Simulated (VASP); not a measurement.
# B33N32 (a cell with a defect) in VASP: single point with PBEsol

Aim: the single point of B33N32 (a cell with a defect) with PBEsol.

Everything below comes from runs of VASP 6.6.1. Logs are shortened: lines on timing, memory, paths and dates and some standing lists are left out, and cuts for length are marked.

## 1. The cell of the first run

The cell holds a defect, 65 atoms: a = 7.212 Å, b = 7.212 Å, c = 7.212 Å, α = 90.00°, β = 90.00°, γ = 90.00°.

## 2. Single point, PBEsol, collinear spin

File INCAR:

```
PREC = Accurate ; ENCUT = 520
EDIFF = 1E-7 ; ISMEAR = -1
SIGMA = 0.05 ; LREAL = Auto
LASPH = T ; NELM = 150
ALGO = Normal ; ISIF = 2
LWAVE = F ; LCHARG = F
ISPIN = 2 ; MAGMOM = 0 0 0 0 0 0 0.091 0.091 0 0 0 0 0 0 0 0 0 0 0 0.091 0 0 0 0.091 0 0 0 0 0 0.091 0 0.091 0.091 0 0 0 0 0 0 0 0.091 0 0.091 0 0 0 0 0 0 0 0 0 0.091 0 0 0 0 0 0 0 0 0 0.091 0 0
LORBIT = 11 ; GGA = PS
NELECT = 257.0 ; ISYM = 0
NBANDS = 172
```

File KPOINTS:

```
Automatic mesh
0
Gamma
  1 1 1
  0.25 0.25 0.25
```

File POSCAR:

```
B33N32
1.0
    7.2115910000      0.0000000000      0.0000000000
    0.0000000000      7.2115910000      0.0000000000
    0.0000000000      0.0000000000      7.2115910000
B N
33 32
Direct
    0.0013790000      0.9997850000      0.0015490000
    0.0012670000      0.9996520000      0.4998820000
    0.9994760000      0.4998600000      0.0034100000
    0.9981500000      0.4991650000      0.4987340000
    0.5011400000      0.0020050000      0.0036640000
    0.5018090000      0.0030740000      0.4989130000
    0.5066100000      0.4947190000      0.0094030000
    0.5021070000      0.4981580000      0.4729880000
    0.2516220000      0.2483350000      0.0021480000
    0.2465310000      0.2471400000      0.4958900000
    0.2469370000      0.7541960000      0.0028830000
    0.2512980000      0.7498760000      0.5006880000
    0.7541160000      0.2468530000      0.0035290000
    0.7527150000      0.2483060000      0.5010160000
    0.7529820000      0.7496140000      0.0023500000
    0.7534760000      0.7541960000      0.4963600000
    0.2504930000      0.9996650000      0.2506740000
    0.2494600000      0.0030820000      0.7512410000
    0.2493950000      0.4991900000      0.2475230000
    0.2236240000      0.4978100000      0.7512330000
    0.7521410000      0.9997920000      0.2507870000
    0.7542150000      0.0019990000      0.7505610000
    0.7540430000      0.4998800000      0.2488710000
    0.7600290000      0.4946650000      0.7559690000
    0.0012380000      0.2488320000      0.2506240000
    0.9993610000      0.2469270000      0.7504340000
    0.0014390000      0.7504340000      0.2508080000
    0.9982640000      0.7516240000      0.7513250000
    0.5010410000      0.2469760000      0.2487260000
    0.5065940000      0.2410910000      0.7560620000
    0.5019630000      0.7516860000      0.2476570000
    0.5028910000      0.7783530000      0.7525230000
    0.4496020000      0.5526060000      0.6989430000
    0.1268210000      0.1247610000      0.1263170000
    0.1264690000      0.1262210000      0.6259220000
    0.1265930000      0.6252540000      0.1248220000
    0.1209530000      0.6259550000      0.6251720000
    0.6271500000      0.1242020000      0.1270350000
    0.6280740000      0.1246730000      0.6260930000
    0.6281900000      0.6251510000      0.1265760000
    0.6313520000      0.6206750000      0.6303550000
    0.3767080000      0.3736840000      0.1265340000
    0.3807230000      0.3704630000      0.6303580000
    0.3766160000      0.8751630000      0.1248810000
    0.3757900000      0.8811190000      0.6252200000
    0.8775970000      0.3746230000      0.1269870000
    0.8771760000      0.3736280000      0.6260770000
    0.8770290000      0.8748850000      0.1264120000
    0.8754710000      0.8751310000      0.6260130000
    0.3765240000      0.1262220000      0.3758740000
    0.3766560000      0.1246380000      0.8775500000
    0.3758120000      0.6260190000      0.3703340000
    0.3811230000      0.6208240000      0.8807190000
    0.8769070000      0.1247420000      0.3762190000
    0.8776330000      0.1241900000      0.8765630000
    0.8754330000      0.6252610000      0.3759690000
    0.8771400000      0.6251310000      0.8775210000
    0.1263860000      0.3761210000      0.3757580000
    0.1229580000      0.3730220000      0.8780640000
    0.1271170000      0.8746820000      0.3765040000
    0.1265170000      0.8752980000      0.8749300000
    0.6286180000      0.3730210000      0.3723650000
    0.6299250000      0.3717970000      0.8793230000
    0.6255290000      0.8753010000      0.3759370000
    0.6289440000      0.8790810000      0.8783050000
```

Potentials or basis: VASP PAW PBE potentials, release 64 (B, N).

Launch:

```bash
> cat potpaw_PBE.64/B/POTCAR potpaw_PBE.64/N/POTCAR > POTCAR
> mpirun -np 1 vasp_std > vasp.out
```

OUTCAR:

```text
PREC = Accurate
   ENCUT = 520
   EDIFF = 1E-7
   ISMEAR = -1
   LREAL = Auto
   LASPH = T
   NELM = 150
   ISIF = 2
   ISPIN = 2
   LORBIT = 11
   GGA = PS
   NELECT = 257.0
   ISYM = 0

 ion  position               nearest neighbor table
   1  0.001  1.000  0.002-  55 1.55  48 1.56  34 1.56  61 1.57
   2  0.001  1.000  0.500-  54 1.55  60 1.56  49 1.57  35 1.57
   3  0.999  0.500  0.003-  46 1.54  57 1.56  36 1.56  59 1.56
   4  0.998  0.499  0.499-  56 1.55  47 1.56  58 1.56  37 1.57
   5  0.501  0.002  0.004-  38 1.55  44 1.55  51 1.55  65 1.57
   6  0.502  0.003  0.499-  50 1.55  45 1.56  64 1.56  39 1.56
   7  0.507  0.495  0.009-  42 1.53  40 1.54  63 1.57  53 1.58
   8  0.502  0.498  0.473-  62 1.47  52 1.49  43 1.70  41 1.71  33 1.72
   9  0.252  0.248  0.002-  34 1.55  51 1.55  42 1.56  59 1.57
  10  0.247  0.247  0.496-  58 1.54  50 1.55  35 1.55  43 1.63
  11  0.247  0.754  0.003-  61 1.54  36 1.55  44 1.55  53 1.62
  12  0.251  0.750  0.501-  60 1.55  52 1.58  37 1.58  45 1.58
  13  0.754  0.247  0.004-  38 1.55  55 1.55  63 1.55  46 1.56
  14  0.753  0.248  0.501-  54 1.55  39 1.55  47 1.56  62 1.57
  15  0.753  0.750  0.002-  48 1.55  57 1.55  40 1.56  65 1.57
  16  0.753  0.754  0.496-  64 1.54  56 1.55  49 1.55  41 1.62
  17  0.250  1.000  0.251-  34 1.55  60 1.56  44 1.57  50 1.57
  18  0.249  0.003  0.751-  35 1.55  45 1.56  61 1.56  51 1.56
  19  0.249  0.499  0.248-  36 1.55  42 1.56  58 1.56  52 1.57
  20  0.224  0.498  0.751-  59 1.47  37 1.49  43 1.70  53 1.72  33 1.72
  21  0.752  1.000  0.251-  38 1.55  48 1.56  54 1.56  64 1.57
  22  0.754  0.002  0.751-  55 1.55  49 1.55  39 1.55  65 1.57
  23  0.754  0.500  0.249-  46 1.54  40 1.55  56 1.56  62 1.56
  24  0.760  0.495  0.756-  47 1.53  57 1.54  63 1.57  41 1.58
  25  0.001  0.249  0.251-  46 1.55  34 1.56  54 1.56  58 1.57
  26  0.999  0.247  0.750-  55 1.54  35 1.55  47 1.55  59 1.57
  27  0.001  0.750  0.251-  48 1.55  60 1.56  36 1.57  56 1.57
  28  0.998  0.752  0.751-  49 1.55  57 1.56  37 1.56  61 1.56
  29  0.501  0.247  0.249-  38 1.54  50 1.55  42 1.55  62 1.57
  30  0.507  0.241  0.756-  39 1.53  51 1.53  63 1.57  43 1.59
  31  0.502  0.752  0.248-  44 1.55  40 1.56  52 1.56  64 1.56
  32  0.503  0.778  0.753-  65 1.48  45 1.49  53 1.71  41 1.71  33 1.72
  33  0.450  0.553  0.699-  41 1.48  53 1.48  43 1.49  32 1.72   8 1.72  20 1.72
  34  0.127  0.125  0.126-   9 1.55  17 1.55  25 1.56   1 1.56
  35  0.126  0.126  0.626-  10 1.55  18 1.55  26 1.55   2 1.57
  36  0.127  0.625  0.125-  11 1.55  19 1.55   3 1.56  27 1.57
  37  0.121  0.626  0.625-  20 1.49  28 1.56   4 1.57  12 1.58
  38  0.627  0.124  0.127-  29 1.54   5 1.55  21 1.55  13 1.55
  39  0.628  0.125  0.626-  30 1.53  22 1.55  14 1.55   6 1.56
  40  0.628  0.625  0.127-   7 1.54  23 1.55  15 1.56  31 1.56
  41  0.631  0.621  0.630-  33 1.48  24 1.58  16 1.62  32 1.71   8 1.71
  42  0.377  0.374  0.127-   7 1.53  29 1.55  19 1.56   9 1.56
  43  0.381  0.370  0.630-  33 1.49  30 1.59  10 1.63  20 1.70   8 1.70
  44  0.377  0.875  0.125-  31 1.55   5 1.55  11 1.55  17 1.57
  45  0.376  0.881  0.625-  32 1.49   6 1.56  18 1.56  12 1.58
  46  0.878  0.375  0.127-   3 1.54  23 1.54  25 1.55  13 1.56
  47  0.877  0.374  0.626-  24 1.53  26 1.55   4 1.56  14 1.56
  48  0.877  0.875  0.126-  27 1.55  15 1.55   1 1.56  21 1.56
  49  0.875  0.875  0.626-  28 1.55  22 1.55  16 1.55   2 1.57
  50  0.377  0.126  0.376-  10 1.55   6 1.55  29 1.55  17 1.57
  51  0.377  0.125  0.878-  30 1.53   5 1.55   9 1.55  18 1.56
  52  0.376  0.626  0.370-   8 1.49  31 1.56  19 1.57  12 1.58
  53  0.381  0.621  0.881-  33 1.48   7 1.58  11 1.62  32 1.71  20 1.72
  54  0.877  0.125  0.376-  14 1.55   2 1.55  25 1.56  21 1.56
  55  0.878  0.124  0.877-  26 1.54  22 1.55   1 1.55  13 1.55
  56  0.875  0.625  0.376-  16 1.55   4 1.55  23 1.56  27 1.57
  57  0.877  0.625  0.878-  24 1.54  15 1.55   3 1.56  28 1.56
  58  0.126  0.376  0.376-  10 1.54   4 1.56  19 1.56  25 1.57
  59  0.123  0.373  0.878-  20 1.47   3 1.56  26 1.57   9 1.57
  60  0.127  0.875  0.377-  12 1.55  17 1.56   2 1.56  27 1.56
  61  0.127  0.875  0.875-  11 1.54  18 1.56  28 1.56   1 1.57
  62  0.629  0.373  0.372-   8 1.47  23 1.56  29 1.57  14 1.57
  63  0.630  0.372  0.879-  13 1.55   7 1.57  24 1.57  30 1.57
  64  0.626  0.875  0.376-  16 1.54   6 1.56  31 1.56  21 1.57
  65  0.629  0.879  0.878-  32 1.48  22 1.57   5 1.57  15 1.57

IMPORTANT INFORMATION: All symmetrisations will be switched off!
NOSYMM: (Re-)initialisation of all symmetry stuff for point group C_1.

----------------------------------------------------------------------------------------

[... 205 lines left out ...]
   POTIM  = 0.5000    time-step for ionic-motion
   TEBEG  =    0.0;   TEEND  =   0.0 temperature during run
   PSTRESS=    0.0 pullay stress
   NELECT =     257.0000    total number of electrons
   NUPDOWN=      -1.0000    fix difference up-down
   EMIN   =  10.00;   EMAX   =-10.00  energy-range for DOS
   EFERMI =   0.00;   METHOD = LEGACY
   ISMEAR =    -1;   SIGMA  =   0.05  broadening in eV -4-tet -1-fermi 0-gaus
   EFERMI_NEDOS =   21; number of points for ismear=-14 and -15
   IALGO  =     38    algorithm
   IMIX   =      4    mixing-type and parameters
     AMIX     =   0.40;   BMIX     =  1.00
     AMIX_MAG =   1.60;   BMIX_MAG =  1.00
  volume/ion in A,a.u.               =       5.77        38.94
  Fermi-wavevector in a.u.,A,eV,Ry     =   1.443294  2.727430 28.342260  2.083097
  Thomas-Fermi vector in A             =   2.561718
   LORBIT       =     11    0 simple, 1 ext, 2 COOP (PROOUT), +10 PAW based schemes
   GGA     = PS    functional components
   LHFCALC =     F    Hartree Fock is set to
   AEXX    =    0.0000 exact exchange contribution
   IVDW    =     0    specifies the selected vdW correction
   LEPSILON=     F    determine dielectric tensor
   LRPA    =     F    only Hartree local field effects (RPA)
 spin polarized calculation
  energy-cutoff  :      520.00
  volume of cell :      375.05
 maximum number of plane-waves:     10107
 NGX is ok and might be reduce to    54
   NGX = 27   NGY = 27   NGZ = 27

 number of electron     257.0000031 magnetization       0.9999075

 Free energy of the ion-electron system (eV)
  ---------------------------------------------------
  ext. energy  EPLUGINS =         0.00000000
  ---------------------------------------------------
  free energy    TOTEN  =      -603.52872067 eV

  energy without entropy =     -603.52867260  energy(sigma->0) =     -603.52869663

 E-fermi :  10.5461     XC(G=0): -13.0827

 val. band max:       10.1130384433   @ k =   0.2500  -0.2500   0.2500
 cond. band min:      11.0302642747   @ k =  -0.2500   0.2500   0.2500
 fundamental gap:      0.9172258314
 Fermi energy:        10.5461358618

 spin component 1

 k-point     1 :       0.2500    0.2500    0.2500
  band No.  band energies     occupation
      1     -12.9853      1.00000
      2     -11.9070      1.00000
      3     -11.5186      1.00000
      4     -11.3966      1.00000
      5     -10.7430      1.00000
      6     -10.5183      1.00000
[... 561 lines left out ...]
    139      15.1221      0.00000
    140      15.6287      0.00000
 Fermi energy:        10.5461358618

 spin component 2

 k-point     1 :       0.2500    0.2500    0.2500
  band No.  band energies     occupation
      1     -12.8641      1.00000
      2     -11.8600      1.00000
      3     -11.4933      1.00000
      4     -11.3771      1.00000
      5     -10.7135      1.00000
      6     -10.4988      1.00000
[... 561 lines left out ...]
    139      15.3175      0.00000
    140      15.6666      0.00000
 [bands above 140 left out]

------------------------ aborting loop because EDIFF is reached ----------------------------------------

  FORCE on cell =-STRESS in cart. coord.  units (eV):
  Direction    XX          YY          ZZ          XY          YZ          ZX
  --------------------------------------------------------------------------------------
  -------------------------------------------------------------------------------------
  Total       -5.9236627     -5.9833179     -5.9144046     -2.4597730     -2.4764804      2.3486005
  in kB      -25.3050757    -25.5599147    -25.2655264    -10.5078133    -10.5791849     10.0328996
  external PRESSURE =     -25.3768389 kB  Pullay stress =       0.0000000 kB

 VOLUME and BASIS-vectors are now :
 -----------------------------------------------------------------------------
  energy-cutoff  :      520.00
  volume of cell :      375.05
      direct lattice vectors                 reciprocal lattice vectors
     7.211591000  0.000000000  0.000000000     0.138665656  0.000000000  0.000000000
     0.000000000  7.211591000  0.000000000     0.000000000  0.138665656  0.000000000
     0.000000000  0.000000000  7.211591000     0.000000000  0.000000000  0.138665656

 POSITION                                       TOTAL-FORCE (eV/Angst)
 -----------------------------------------------------------------------------------
      0.00994      7.21004      0.01117         0.062089      0.037113      0.057190
      0.00914      7.20908      3.60494         0.060159      0.040886      0.069063
      7.20781      3.60479      0.02459         0.050825      0.073637      0.053591
      7.19825      3.59977      3.59667         0.043890      0.068879      0.067781
      3.61402      0.01446      0.02642         0.076422      0.009162      0.043484
      3.61884      0.02217      3.59796         0.074375      0.039823      0.041888
[... 57 lines left out ...]
      4.51106      6.31231      2.71110        -0.053958     -0.041961     -0.059349
      4.53569      6.33957      6.33398        -0.072375     -0.035089     -0.060785
 -----------------------------------------------------------------------------------
    total drift:                               -0.000320     -0.003834     -0.000485

  FREE ENERGIE OF THE ION-ELECTRON SYSTEM (eV)
  ---------------------------------------------------
  free  energy   TOTEN  =      -603.5287206743 eV

  energy  without entropy=     -603.5286725956  energy(sigma->0) =     -603.52869663

 total charge

# of ion       s       p       d       tot
------------------------------------------
    1        0.675   1.362   0.000   2.036
    2        0.673   1.353   0.000   2.026
    3        0.678   1.374   0.000   2.052
    4        0.676   1.367   0.000   2.044
    5        0.679   1.375   0.000   2.053
    6        0.677   1.369   0.000   2.045
[... 57 lines left out ...]
   64        1.208   2.756   0.000   3.964
   65        1.212   2.776   0.000   3.987
--------------------------------------------------
tot         61.059 133.427   0.000 194.486

 magnetization (x)

# of ion       s       p       d       tot
------------------------------------------
    1        0.000   0.001   0.000   0.001
    2        0.000   0.000   0.000   0.000
    3        0.000   0.001   0.000   0.001
    4        0.000   0.002   0.000   0.002
    5        0.000   0.001   0.000   0.001
    6        0.000   0.002   0.000   0.002
[... 57 lines left out ...]
   64        0.002   0.002   0.000   0.004
   65        0.001   0.001   0.000   0.003
--------------------------------------------------
tot          0.083   0.578   0.000   0.662
```

Run time: 49 min. Hardware: 1 thread of Intel Xeon 8259CL, shared host; peak memory 0.71 GiB.

What came out:

```
Free energy                                           : -603.5287 eV
Largest force                                         : 0.140 eV/Å
Net moment                                            : 1.00 μB per cell
Site moments                                          : B +0.00, +0.02, +0.01, +0.38 (each value once); N -0.00, +0.00, +0.01, +0.02 (each value once) μB
Valence electrons inside the program's atomic spheres : B 2.04, 2.03, 2.05, 2.00, 1.99, 2.31 (each value once); N 3.97, 3.98, 3.92, 3.96, 3.99 (each value once)
```

Forces on the atoms (eV/Å):
```
B    0.062  0.037  0.057
B    0.060  0.041  0.069
B    0.051  0.074  0.054
B    0.044  0.069  0.068
B    0.076  0.009  0.043
B    0.074  0.040  0.042
B    0.060  0.059  0.070
B    0.045  0.032  0.051
B    0.052  0.070  0.058
B    0.058  0.086  0.064
B    0.068  0.051  0.036
B    0.044  0.066  0.046
B    0.070  0.096  0.066
B    0.060  0.075  0.054
B    0.040  0.044  0.043
B    0.042  0.051  0.063
B    0.067  0.041  0.062
B    0.047  0.035  0.070
B    0.065  0.069  0.049
B    0.050  0.053  0.058
B    0.059  0.034  0.061
B    0.050  0.009  0.072
B    0.052  0.070  0.051
B    0.069  0.052  0.055
B    0.060  0.070  0.063
B    0.058  0.086  0.086
B    0.050  0.076  0.054
B    0.049  0.055  0.054
B    0.083  0.083  0.068
B    0.027  0.080  0.030
B    0.052  0.053  0.046
B    0.011 -0.042  0.002
B   -0.040 -0.008 -0.032
N   -0.050 -0.058 -0.053
N   -0.048 -0.053 -0.079
N   -0.059 -0.077 -0.052
N   -0.087 -0.057 -0.090
N   -0.058 -0.063 -0.052
N   -0.054 -0.057 -0.060
N   -0.067 -0.070 -0.051
N    0.042  0.022 -0.006
N   -0.072 -0.060 -0.058
N   -0.019 -0.046 -0.035
N   -0.078 -0.050 -0.061
N   -0.048 -0.049 -0.045
N   -0.063 -0.084 -0.060
N   -0.062 -0.058 -0.070
N   -0.050 -0.043 -0.048
N   -0.061 -0.043 -0.078
N   -0.075 -0.049 -0.051
N   -0.056 -0.053 -0.060
N   -0.090 -0.058 -0.090
N   -0.015  0.015  0.041
N   -0.054 -0.055 -0.051
N   -0.054 -0.062 -0.061
N   -0.048 -0.078 -0.057
N   -0.042 -0.072 -0.058
N   -0.055 -0.062 -0.057
N   -0.061 -0.067 -0.063
N   -0.059 -0.073 -0.058
N   -0.061 -0.048 -0.055
N   -0.054 -0.064 -0.063
N   -0.031 -0.067 -0.031
N   -0.054 -0.042 -0.059
N   -0.072 -0.035 -0.061
```

Levels at points of the mesh, in eV from the Fermi level:
Spin up:
```tsv
k point	band 127	band 128	band 129	band 130	band 131	band 132
(0.25, 0.25, 0.25)	-3.43	-3.39	-0.62	2.14	2.18	2.73
```
Spin down:
| k point | band 125 | band 126 | band 127 | band 128 | band 129 | band 130 | band 131 | band 132 |
| --- | --- | --- | --- | --- | --- | --- | --- | --- |
| (0.25, 0.25, 0.25) | -4.20 | -4.14 | -3.41 | -3.38 | 0.48 | 2.17 | 2.20 | 2.87 |

Caveat: the cell carries a net charge on a neutralising background, which shifts energy and pressure; the cell is charged against a uniform background, so pressure and absolute levels hang on convention; the PAW data sets were made with another functional, which shifts forces and pressure a little.
